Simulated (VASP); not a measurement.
Au, 2 atoms in the cell. It takes space group P6_3/mmc (No. 194, hexagonal). The conventional cell has a = 2.880 Å, b = 2.880 Å, c = 4.837 Å, α = 90.00°, β = 90.00°, γ = 120.00°. Au (site symmetry -6m2) has 12 Au at 2.88 to 2.94 Å within 3.8 Å. This isn't the form of Au at room conditions, which is fcc.

- Program: VASP 6.6.1
- Task: single point
- Functional: PBEsol
- Potentials or basis: VASP PAW PBE potentials, release 64 (Au)
- Cutoff: 500 eV
- k mesh: 18 × 18 × 10
- Occupations: fermi-dirac, width 0.15 eV
- Spin: no spin polarisation
- Hubbard terms: Au d U = 1.0 eV
- Dipole correction: no
- Further INCAR settings: ALGO = Normal; EDIFF = 1e-06; NBANDS = 18

Potentials or basis: VASP PAW PBE potentials, release 64 (Au).

Command:

```console
$ cat potpaw_PBE.64/Au/POTCAR > POTCAR
$ mpirun -np 1 vasp_std > vasp.out
```

Hardware: 1 thread of AMD EPYC 7R43 64-Core Processor (Zen 3) (shared host).

How long does it take, and how much memory?

Run time: 92 s on 1 thread of AMD EPYC 7R43 64-Core Processor (Zen 3), on a shared host, peak memory 0.2 GiB. Counts: scf iterations 11, k points 222.
